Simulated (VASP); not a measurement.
Write the native input for VASP 6.6.1 that does the following.

| Quantity | Value |
| --- | --- |
| Task | G0W0 quasiparticle levels |
| Functional | PBE |
| Potentials or basis | VASP PAW PBE potentials, release 64 (Mg_GW, S_GW) |
| Cutoff | 500 eV |
| k mesh | 4 × 4 × 4 |
| Occupations | gaussian, width 0.01 eV |
| Spin | no spin polarisation |
| Dipole correction | no |
| GW scheme | G0W0 |
| GW iterations | 1 |
| Cutoff of the response function | 80 |
| Frequency points | 48 |
| Empty bands | 73 |
| Further INCAR settings | ALGO = EVGW0; EDIFF = 1e-08; NBANDS = 77 |

Crystal: MgS.

```
Mg S
1.0
     0.00000    2.83088    2.83088
     2.83088    0.00000    2.83088
     2.83088    2.83088    0.00000
Mg S
1 1
Direct
  0.00000 0.00000 0.00000
  0.25000 0.25000 0.25000
```

The input as run:

POSCAR

```
MgS
1.0
    0.0000000000      2.8308768404      2.8308768404
    2.8308768404      0.0000000000      2.8308768404
    2.8308768404      2.8308768404      0.0000000000
Mg S
1 1
Direct
    0.0000000000      0.0000000000      0.0000000000
    0.2500000000      0.2500000000      0.2500000000
```

INCAR.step1

```
SYSTEM = MgS
ALGO = Normal
EDIFF = 1E-8
ENCUT = 500
GGA = PE
ISMEAR = 0
LASPH = .TRUE.
LCHARG = .FALSE.
LREAL = .FALSE.
LWAVE = .TRUE.
NELM = 60
PREC = Accurate
SIGMA = 0.01
```

INCAR.step2

```
SYSTEM = MgS
ALGO = Exact
EDIFF = 1E-8
ENCUT = 500
GGA = PE
ISMEAR = 0
ISTART = 1
LASPH = .TRUE.
LCHARG = .FALSE.
LOPTICS = .TRUE.
LREAL = .FALSE.
LWAVE = .TRUE.
NBANDS = 77
NELM = 1
PREC = Accurate
SIGMA = 0.01
```

INCAR.step3

```
SYSTEM = MgS
ALGO = EVGW0
EDIFF = 1E-8
ENCUT = 500
ENCUTGW = 80.0
GGA = PE
ISMEAR = 0
ISTART = 1
LASPH = .TRUE.
LCHARG = .FALSE.
LREAL = .FALSE.
LWAVE = .FALSE.
NBANDS = 77
NBANDSGW = 12
NELMGW = 1
NOMEGA = 48
PREC = Accurate
PRECFOCK = Fast
SIGMA = 0.01
```

KPOINTS

```
k-points
0
G
  4 4 4
  0 0 0
```

Potentials or basis: VASP PAW PBE potentials, release 64 (Mg_GW, S_GW).

Run with:

```bash
$ cat potpaw_PBE.64/Mg_GW/POTCAR potpaw_PBE.64/S_GW/POTCAR > POTCAR
$ cp INCAR.step1 INCAR
$ mpirun -np 1 vasp_std > vasp.out
$ cp INCAR.step2 INCAR
$ mpirun -np 1 vasp_std > vasp.out
$ cp INCAR.step3 INCAR
$ mpirun -np 1 vasp_std > vasp.out
```

Results of the run:

- Band gap on the k mesh, mean-field level: 3.45 eV, direct
- Quasiparticle gap: 4.95 eV
- Least direct quasiparticle gap: 4.95 eV

Caveat: the k points lie up to 0.48 Å⁻¹ apart; bands, screening cutoff and mesh are small and nothing is extrapolated, so the quasiparticle values aren't converged.

Wall time 100 s on 1 thread of Intel Xeon 6975P-C (shared host), peak memory 0.44 GiB.
